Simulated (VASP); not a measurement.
A run of VASP 6.6.1 is set up as follows.

Contents of INCAR:

```
  PREC = Accurate
  ENCUT = 520
  EDIFF = 1E-6
  ISMEAR = 0
  SIGMA = 0.05
  LREAL = False
  LASPH = True
  NELM = 80
  ALGO = Normal
  ISIF = 2
  LWAVE = False
  LCHARG = False
  LDIPOL = True
  IDIPOL = 3
  DIPOL = 0.5 0.5 0.356
  GGA = PE
  IVDW = 12
  IBRION = 2
  NSW = 40
  EDIFFG = -0.003
```

KPOINTS

```
regular mesh
0
Gamma
  12 12 1
```

File POSCAR:

```
BN
1.0
    2.5087623753      0.0000000000      0.0000000000
   -1.2543811876      2.1726519491      0.0000000000
    0.0000000000      0.0000000000     17.5000000000
B N
2 2
Selective dynamics
Direct
    0.0000000000      0.0000000000      0.2571428571  F F F
    0.1666666667      0.6666666667      0.4545065130  F F T
    0.6666666667      0.3333333333      0.2570922525  F F T
    0.8333333333      1.0000000000      0.4545572210  F F T
```

Potentials or basis: VASP PAW PBE potentials, release 64 (B, N).

Launch:

```sh
$ cat potpaw_PBE.64/B/POTCAR potpaw_PBE.64/N/POTCAR > POTCAR
$ mpirun -np 1 vasp_std > vasp.out
```

Problem. Estimate the band gap on the k mesh.

Solution. 4.26 eV (least direct gap 4.41 eV).

Problem. Predict the dispersion energy per atom.

Solution. -0.105 eV.

Problem. Estimate the energy gained by relaxing.

Solution. 0.1 meV/atom.

Step by step:
```tsv
step	energy change (eV)	largest force on free atoms (eV/Å)	pressure (GPa)
1	0.0000	0.0090	-0.13
2	0.0000	0.0083	-0.13
3	0.0000	0.0127	-0.13
4	0.0000	0.0281	-0.13
5	0.0000	0.0169	-0.13
6	0.0000	0.0209	-0.13
7	0.0000	0.0212	-0.13
8	0.0000	0.0215	-0.13
9	-0.0001	0.0223	-0.13
10	-0.0001	0.0240	-0.13
11	-0.0001	0.0260	-0.13
12	-0.0002	0.0446	-0.13
13	-0.0002	0.0452	-0.13
14	-0.0002	0.0404	-0.12
15	-0.0003	0.0362	-0.12
16	-0.0004	0.0260	-0.12
17	-0.0005	0.0061	-0.12
18	-0.0005	0.0355	-0.11
19	-0.0006	0.0122	-0.11
20	-0.0006	0.0212	-0.11
21	-0.0006	0.0162	-0.11
22	-0.0006	0.0123	-0.11
23	-0.0006	0.0109	-0.11
24	-0.0006	0.0077	-0.11
25	-0.0006	0.0113	-0.11
26	-0.0006	0.0089	-0.11
27	-0.0006	0.0094	-0.11
28	-0.0006	0.0049	-0.11
29	-0.0006	0.0016	-0.11
```

Caveat: the cell differs from its parent crystal (layers slid over each other).
